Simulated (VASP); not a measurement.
A run of VASP 6.6.1:

File POSCAR:

```
ZnS
1.0
    0.0000000000      2.6945131952      2.6945131952
    2.6945131952      0.0000000000      2.6945131952
    2.6945131952      2.6945131952      0.0000000000
Zn S
1 1
Direct
    0.0000000000      0.0000000000      0.0000000000
    0.6943313173      0.6943313173      0.7269412766
```

INCAR.step1

```
  PREC = Accurate
  ENCUT = 520
  ISMEAR = 0
  SIGMA = 0.05
  LREAL = F
  LASPH = T
  NELM = 60
  NBANDS = 16
  GGA = PE
  ALGO = Normal
  EDIFF = 1E-4
  LWAVE = T
  LCHARG = F
```

Contents of INCAR.step2:

```
  PREC = Accurate
  ENCUT = 520
  EDIFF = 1E-6
  ISMEAR = 0
  SIGMA = 0.05
  LREAL = F
  LASPH = T
  NELM = 60
  ALGO = Normal
  ISIF = 2
  LWAVE = F
  LCHARG = F
  METAGGA = R2SCAN
  LMIXTAU = T
  NBANDS = 16
  ISTART = 1
```

The input KPOINTS:

```
regular mesh
0
Gamma
  8 8 8
```

Potentials or basis: VASP PAW PBE potentials, release 64 (Zn, S).

The run is started by

```sh
$ cat potpaw_PBE.64/Zn/POTCAR potpaw_PBE.64/S/POTCAR > POTCAR
$ cp INCAR.step1 INCAR
$ mpirun -np 1 vasp_std > vasp.out
$ cp INCAR.step2 INCAR
$ mpirun -np 1 vasp_std > vasp.out
```

Hardware: 1 thread of AMD EPYC 7R13, with other jobs on the host.

**Question.** How long does it take, and how much memory?

**Answer.** It took 11 min on 1 thread of AMD EPYC 7R13, on a shared host, peak memory 0.2 GiB. Counts: k points 150.
